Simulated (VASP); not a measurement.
# Sb (P6_3/mmc) in VASP: notebook

Runs on Sb. Level: r2SCAN. Tasks: single point.

Everything below comes from runs of VASP 6.6.1. Logs are shortened: lines on timing, memory, paths and dates and some standing lists are left out, and cuts for length are marked.

## Step 1: The cell of the first run

The structure is hexagonal, space group P6_3/mmc (No. 194). Conventional cell: a = 3.309 Å, b = 3.309 Å, c = 5.396 Å, α = 90.00°, β = 90.00°, γ = 120.00°. Sb (site symmetry -6m2) has 12 Sb at 3.31 Å within 4.3 Å.

This isn't the form of Sb at room conditions, which is rhombohedral.

## Step 2: Single point, r2SCAN

POSCAR

```
Sb
1.0
    3.3091953418      0.0000000000      0.0000000000
   -1.6545976709      2.8658472321      0.0000000000
    0.0000000000      0.0000000000      5.3962304974
Sb
2
Direct
    0.6666666667      0.3333333333      0.7500000000
    0.3333333333      0.6666666667      0.2500000000
```

INCAR.step1

```
PREC     = Accurate       # precision mode
ENCUT    = 520            # plane-wave cutoff, eV
ISMEAR   = -1             # smearing method
SIGMA    = 0.05           # smearing width, eV
LREAL    = False          # projectors in reciprocal space
LASPH    = True           # aspherical terms in the spheres
NELM     = 60             # most SCF steps
NBANDS   = 12             # bands
GGA      = PE             # functional
ALGO     = Normal         # electronic algorithm
EDIFF    = 1E-4           # SCF threshold, eV
LWAVE    = True           # write WAVECAR
LCHARG   = False          # write CHGCAR
```

INCAR.step2

```
PREC     = Accurate       # precision mode
ENCUT    = 520            # plane-wave cutoff, eV
EDIFF    = 1E-7           # SCF threshold, eV
ISMEAR   = -1             # smearing method
SIGMA    = 0.05           # smearing width, eV
LREAL    = False          # projectors in reciprocal space
LASPH    = True           # aspherical terms in the spheres
NELM     = 60             # most SCF steps
ALGO     = Normal         # electronic algorithm
ISIF     = 2              # what is computed and relaxed
LWAVE    = False          # write WAVECAR
LCHARG   = False          # write CHGCAR
METAGGA  = R2SCAN         # meta-GGA
LMIXTAU  = True         
NBANDS   = 12             # bands
ISTART   = 1
```

KPOINTS

```
regular mesh
0
Gamma
  9 9 5
```

Potentials or basis: VASP PAW PBE potentials, release 64 (Sb).

Launch:

```console
cat potpaw_PBE.64/Sb/POTCAR > POTCAR
cp INCAR.step1 INCAR
mpirun -np 1 vasp_std > vasp.out
cp INCAR.step2 INCAR
mpirun -np 1 vasp_std > vasp.out
```

OUTCAR:

```text
PREC = Accurate
   ENCUT = 520
   EDIFF = 1E-7
   ISMEAR = -1
   LREAL = False
   LASPH = True
   NELM = 60
   ISIF = 2
   METAGGA = R2SCAN
   ISTART = 1

 ion  position               nearest neighbor table
   1  0.667  0.333  0.750-   2 3.31   2 3.31   2 3.31   2 3.31   2 3.31   2 3.31
   2  0.333  0.667  0.250-   1 3.31   1 3.31   1 3.31   1 3.31   1 3.31   1 3.31

  LATTYP: Found a hexagonal cell.
 ALAT       =     3.3091953418
 C/A-ratio  =     1.6306775334

  Lattice vectors:

 A1 = (   3.3091953418,   0.0000000000,   0.0000000000)
 A2 = (  -1.6545976709,   2.8658472321,   0.0000000000)
 A3 = (   0.0000000000,   0.0000000000,   5.3962304974)

Analysis of symmetry for initial positions (statically):
=====================================================================
 Subroutine PRICEL returns:
 Original cell was already a primitive cell.

 Routine SETGRP: Setting up the symmetry group for a
 hexagonal supercell.

 Subroutine GETGRP returns: Found 24 space group operations
 (whereof 12 operations were pure point group operations)
 out of a pool of 24 trial point group operations.

The static configuration has the point symmetry D_3d.
 The point group associated with its full space group is D_6h.

Analysis of symmetry for dynamics (positions and initial velocities):
=====================================================================
 Subroutine PRICEL returns:
 Original cell was already a primitive cell.

 Routine SETGRP: Setting up the symmetry group for a
 hexagonal supercell.

 Subroutine GETGRP returns: Found 24 space group operations
 (whereof 12 operations were pure point group operations)
 out of a pool of 24 trial point group operations.

The dynamic configuration has the point symmetry D_3d.
 The point group associated with its full space group is D_6h.

 Subroutine INISYM returns: Found 24 space group operations
 (whereof 12 operations are pure point group operations),
 and found     1 'primitive' translations

----------------------------------------------------------------------------------------

                                     Primitive cell

  volume of cell :      51.1760

  direct lattice vectors                    reciprocal lattice vectors
     3.309195342  0.000000000  0.000000000     0.302188265  0.174468476  0.000000000
    -1.654597671  2.865847232  0.000000000     0.000000000  0.348936953  0.000000000
     0.000000000  0.000000000  5.396230497     0.000000000  0.000000000  0.185314545

  length of vectors
     3.309195342  3.309195342  5.396230497     0.348936953  0.348936953  0.185314545

  position of ions in fractional coordinates (direct lattice)
     0.666666667  0.333333333  0.750000000
     0.333333333  0.666666667  0.250000000

  ion indices of the primitive-cell ions
   primitive index   ion index
                 1           1
                 2           2

----------------------------------------------------------------------------------------

 KPOINTS: regular mesh

Automatic generation of k-mesh.
 Grid dimensions read from file:
 generate k-points for:    9    9    5

 Generating k-lattice:

  Cartesian coordinates                     Fractional coordinates (reciprocal lattice)
     0.033576474  0.019385386  0.000000000     0.111111111 -0.000000000  0.000000000
     0.000000000  0.038770773  0.000000000     0.000000000  0.111111111  0.000000000
     0.000000000  0.000000000  0.037062909     0.000000000  0.000000000  0.200000000

  Length of vectors
     0.038770773  0.038770773  0.037062909

  Shift w.r.t. Gamma in fractional coordinates (k-lattice)
     0.000000000  0.000000000  0.000000000

 Subroutine IBZKPT returns following result:
 ===========================================

 Found     36 irreducible k-points:

 Following reciprocal coordinates:
            Coordinates               Weight
  0.000000  0.000000  0.000000      1.000000
  0.111111  0.000000  0.000000      6.000000
  0.222222  0.000000  0.000000      6.000000
  0.333333  0.000000  0.000000      6.000000
  0.444444  0.000000  0.000000      6.000000
  0.111111  0.111111  0.000000      6.000000
[... 16 lines left out ...]
  0.333333  0.222222  0.200000     24.000000
  0.333333  0.333333  0.200000      4.000000
 [... further k-points ...]
   k-points           NKPTS =     36   k-points in BZ     NKDIM =     36   number of bands    NBANDS=     12
   number of dos      NEDOS =    301   number of ions     NIONS =      2
   total plane-waves  NPLWV =  31360
   dimension x,y,z NGX =    28 NGY =   28 NGZ =   40
   dimension x,y,z NGXF=    56 NGYF=   56 NGZF=   80
   ions per type =               2
   NGX,Y,Z   is equivalent  to a cutoff of  14.07, 14.07, 12.32 a.u.
   NGXF,Y,Z  is equivalent  to a cutoff of  28.13, 28.13, 24.65 a.u.
 SYSTEM =  unknown system
   PREC   = accura    normal or accurate (medium, high low for compatibility)
   ISTART =      1    job   : 0-new  1-cont  2-samecut
   ICHARG =      0    charge: 1-file 2-atom 10-const
   ISPIN  =      1    spin polarized calculation?
   LNONCOLLINEAR =      F non collinear calculations
   LSORBIT =      F    spin-orbit coupling
   LASPH  =      T    aspherical Exc in radial PAW
   ENCUT  =  520.0 eV  38.22 Ry    6.18 a.u.   6.15  6.15 10.03*2*pi/ulx,y,z
   NELM   =     60;   NELMIN=  2; NELMDL=  0     # of ELM steps
   EDIFF  = 0.1E-06   stopping-criterion for ELM
   LREAL  =      F    real-space projection
   EDIFFG = 0.1E-05   stopping-criterion for IOM
   NSW    =      0    number of steps for IOM
   IBRION =     -1    ionic relax: 0-MD 1-quasi-New 2-CG
   NFREE  =      0    steps in history (QN), initial steepest desc. (CG)
   ISIF   =      2    stress and relaxation
   ISYM   =      2    0-nonsym 1-usesym 2-fastsym
   POTIM  = 0.5000    time-step for ionic-motion
   TEBEG  =    0.0;   TEEND  =   0.0 temperature during run
   PSTRESS=    0.0 pullay stress
   NELECT =      10.0000    total number of electrons
   NUPDOWN=      -1.0000    fix difference up-down
   EMIN   =  10.00;   EMAX   =-10.00  energy-range for DOS
   EFERMI =   0.00;   METHOD = LEGACY
   ISMEAR =    -1;   SIGMA  =   0.05  broadening in eV -4-tet -1-fermi 0-gaus
   EFERMI_NEDOS =   21; number of points for ismear=-14 and -15
   IALGO  =     38    algorithm
   IMIX   =      4    mixing-type and parameters
     AMIX     =   0.40;   BMIX     =  1.00
     AMIX_MAG =   1.60;   BMIX_MAG =  1.00
  volume/ion in A,a.u.               =      25.59       172.68
  Fermi-wavevector in a.u.,A,eV,Ry     =   0.949991  1.795223 12.279027  0.902483
  Thomas-Fermi vector in A             =   2.078326
   LORBIT       =      0    0 simple, 1 ext, 2 COOP (PROOUT), +10 PAW based schemes
   METAGGA = R2SCAN    functional components
   LHFCALC =     F    Hartree Fock is set to
   AEXX    =    0.0000 exact exchange contribution
   IVDW    =     0    specifies the selected vdW correction
   LEPSILON=     F    determine dielectric tensor
   LRPA    =     F    only Hartree local field effects (RPA)
 non-spin polarized calculation
  energy-cutoff  :      520.00
  volume of cell :       51.18
 maximum number of plane-waves:      1398
 NGX is ok and might be reduce to    28
   NGX = 13   NGY = 13   NGZ = 21

 number of electron       9.9999999 magnetization

 Free energy of the ion-electron system (eV)
  ---------------------------------------------------
  ext. energy  EPLUGINS =         0.00000000
  ---------------------------------------------------
  free energy    TOTEN  =       -50.54240056 eV

  energy without entropy =      -50.53365329  energy(sigma->0) =      -50.53802693

 E-fermi :   9.0620     XC(G=0): -11.0734

 val. band max:        9.0093201170   @ k =   0.3333   0.0000   0.4000
 cond. band min:       9.1402603503   @ k =   0.1111   0.1111   0.0000
 fundamental gap:      0.1309402333
 Fermi energy:         9.0619716331

 k-point     1 :       0.0000    0.0000    0.0000
  band No.  band energies     occupation
      1      -4.8610      2.00000
      2      -0.5128      2.00000
      3       2.6480      2.00000
      4      13.1437      0.00000
      5      13.1437      0.00000
      6      15.0124      0.00000
      7      15.0124      0.00000
      8      15.3196      0.00000
      9      17.6645      0.00000
     10      18.7065      0.00000
     11      19.8159      0.00000
     12      19.8159      0.00000

 k-point     2 :       0.1111    0.0000    0.0000
  band No.  band energies     occupation
      1      -4.6196      2.00000
      2      -0.2964      2.00000
      3       2.8974      2.00000
      4      11.0474      0.00000
      5      12.3068      0.00000
      6      13.8544      0.00000
      7      15.0186      0.00000
      8      15.1410      0.00000
      9      17.3597      0.00000
     10      19.1415      0.00000
     11      19.6741      0.00000
     12      19.9646      0.00000

 k-point     3 :       0.2222    0.0000    0.0000
  band No.  band energies     occupation
      1      -3.8998      2.00000
      2       0.3272      2.00000
      3       3.6337      2.00000
      4       7.8582      2.00000
      5      11.0540      0.00000
      6      11.3775      0.00000
      7      13.6486      0.00000
      8      14.5602      0.00000
      9      15.5583      0.00000
     10      18.3540      0.00000
     11      19.4395      0.00000
     12      19.9114      0.00000

 k-point     4 :       0.3333    0.0000    0.0000
  band No.  band energies     occupation
      1      -2.7256      2.00000
      2       1.1647      2.00000
      3       4.8073      2.00000
      4       5.1203      2.00000
      5       8.6583      1.99938
      6      10.0891      0.00000
      7      11.4365      0.00000
      8      13.7752      0.00000
      9      14.4774      0.00000
     10      17.8040      0.00000
     11      18.8536      0.00000
     12      19.2150      0.00000

 k-point     5 :       0.4444    0.0000    0.0000
  band No.  band energies     occupation
      1      -1.2453      2.00000
      2       1.0069      2.00000
      3       4.2912      2.00000
      4       6.1896      2.00000
      5       6.3252      2.00000
      6       9.3984      0.00239
      7       9.5790      0.00006
      8      13.3061      0.00000
      9      13.9809      0.00000
     10      17.4914      0.00000
     11      18.5441      0.00000
     12      18.8659      0.00000
[... 228 lines left out ...]
      1      -0.4460      2.00000
      2       0.7968      2.00000
      3       3.7668      2.00000
      4       5.0303      2.00000
      5       7.6456      2.00000
      6       8.8685      1.95908
      7       9.9928      0.00000
      8      11.2938      0.00000
      9      15.9102      0.00000
     10      16.2609      0.00000
     11      19.1724      0.00000
     12      19.5170      0.00000

 k-point    22 :       0.2222    0.2222    0.2000
  band No.  band energies     occupation
      1      -1.8254      2.00000
      2       0.9229      2.00000
      3       4.9632      2.00000
      4       6.3386      2.00000
      5       7.2311      2.00000
      6       8.3073      2.00000
      7       9.7898      0.00000
      8      12.2896      0.00000
      9      15.8528      0.00000
     10      18.1277      0.00000
     11      19.3480      0.00000
     12      19.6767      0.00000

 k-point    23 :       0.3333    0.2222    0.2000
  band No.  band energies     occupation
      1      -0.4035      2.00000
      2       1.2261      2.00000
      3       4.2347      2.00000
      4       5.4549      2.00000
      5       6.4230      2.00000
      6       8.3337      2.00000
      7       8.9881      1.62820
      8      10.9095      0.00000
      9      14.8872      0.00000
     10      18.9764      0.00000
     11      19.4436      0.00000
     12      21.2505      0.00000

 k-point    24 :       0.3333    0.3333    0.2000
  band No.  band energies     occupation
      1       0.7457      2.00000
      2       0.7457      2.00000
      3       4.3998      2.00000
      4       5.5718      2.00000
      5       5.5718      2.00000
      6       7.2321      2.00000
      7       9.9064      0.00000
      8       9.9064      0.00000
      9      14.0714      0.00000
     10      20.4091      0.00000
     11      20.4091      0.00000
     12      22.2571      0.00000

 [... further k-points ...]

------------------------ aborting loop because EDIFF is reached ----------------------------------------

  FORCE on cell =-STRESS in cart. coord.  units (eV):
  Direction    XX          YY          ZZ          XY          YZ          ZX
  --------------------------------------------------------------------------------------
  -------------------------------------------------------------------------------------
  Total        1.0856979      1.0856979      1.1350447      0.0000000     -0.0000000      0.0000000
  in kB       33.9901933     33.9901933     35.5351045      0.0000000     -0.0000000      0.0000000
  external PRESSURE =      34.5051637 kB  Pullay stress =       0.0000000 kB

 VOLUME and BASIS-vectors are now :
 -----------------------------------------------------------------------------
  energy-cutoff  :      520.00
  volume of cell :       51.18
      direct lattice vectors                 reciprocal lattice vectors
     3.309195342  0.000000000  0.000000000     0.302188265  0.174468476  0.000000000
    -1.654597671  2.865847232  0.000000000     0.000000000  0.348936953  0.000000000
     0.000000000  0.000000000  5.396230497     0.000000000  0.000000000  0.185314545

 POSITION                                       TOTAL-FORCE (eV/Angst)
 -----------------------------------------------------------------------------------
      1.65460      0.95528      4.04717        -0.000000      0.000000      0.000000
     -0.00000      1.91056      1.34906         0.000000     -0.000000      0.000000
 -----------------------------------------------------------------------------------
    total drift:                               -0.000000      0.000000      0.000000

  FREE ENERGIE OF THE ION-ELECTRON SYSTEM (eV)
  ---------------------------------------------------
  free  energy   TOTEN  =       -50.5424005579 eV

  energy  without entropy=      -50.5336532942  energy(sigma->0) =      -50.53802693
```

It took 2.2 min on 1 thread of Intel Xeon 8259CL, shared host; peak memory 0.18 GiB.

Results:

* Free energy: -50.5424 eV
* Pressure: 3.5 GPa
* Band gap on the k mesh: zero (bands 5 and 6 overlap by 7.72 eV)

Stress tensor (GPa, compression positive):
```
3.40 0.00 0.00
0.00 3.40 0.00
0.00 0.00 3.55
```

Caveat: the cell stands under pressure; the PAW data sets were made with another functional, which shifts forces and pressure a little; spin-orbit coupling is left out, which moves the levels of the heavy elements.

## Step 3: Single point, r2SCAN

This run uses another cell than the first one, of 26.12 Å³/atom.

POSCAR

```
Sb
1.0
    3.3320180998      0.0000000000      0.0000000000
   -1.6660090499      2.8856123203      0.0000000000
    0.0000000000      0.0000000000      5.4334470562
Sb
2
Direct
    0.6666666667      0.3333333333      0.7500000000
    0.3333333333      0.6666666667      0.2500000000
```

INCAR.step1

```
  PREC = Accurate
  ENCUT = 520
  ISMEAR = -1
  SIGMA = 0.05
  LREAL = False
  LASPH = True
  NELM = 80
  NBANDS = 12
  GGA = PE
  ALGO = Normal
  EDIFF = 1E-4
  LWAVE = True
  LCHARG = False
```

INCAR.step2

```
  PREC = Accurate
  ENCUT = 520
  EDIFF = 1E-6
  ISMEAR = -1
  SIGMA = 0.05
  LREAL = False
  LASPH = True
  NELM = 80
  ALGO = Normal
  ISIF = 2
  LWAVE = False
  LCHARG = False
  METAGGA = R2SCAN
  LMIXTAU = True
  NBANDS = 12
  ISTART = 1
```

KPOINTS is that of step 2.

Potentials or basis: VASP PAW PBE potentials, release 64 (Sb).

Launch:

```console
cat potpaw_PBE.64/Sb/POTCAR > POTCAR
cp INCAR.step1 INCAR
mpirun -np 1 vasp_std > vasp.out
cp INCAR.step2 INCAR
mpirun -np 1 vasp_std > vasp.out
```

Wall time 1.9 min (1 thread of Intel Xeon 8259CL, shared host); peak memory 0.18 GiB.

Results (log left out):

| Item | Value |
| --- | --- |
| Free energy | -50.5601 eV |
| Pressure | 1.9 GPa |
| Band gap on the k mesh | zero (bands 5 and 6 overlap by 7.51 eV) |

Stress tensor (GPa, compression positive):
```
1.86 0.00 0.00
0.00 1.86 0.00
0.00 0.00 2.00
```

Levels at points of the mesh, in eV from the Fermi level:
```csv
k point,band 1,band 2,band 3,band 4,band 5,band 6,band 7,band 8,band 9,band 10
"(0.00, 0.00, 0.00)",-13.75,-9.52,-6.27,3.97,3.97,5.80,5.80,6.08,8.50,9.62
```

Caveat: the PAW data sets were made with another functional, which shifts forces and pressure a little; spin-orbit coupling is left out, which moves the levels of the heavy elements.

(Part 1 of 2 ends here.)
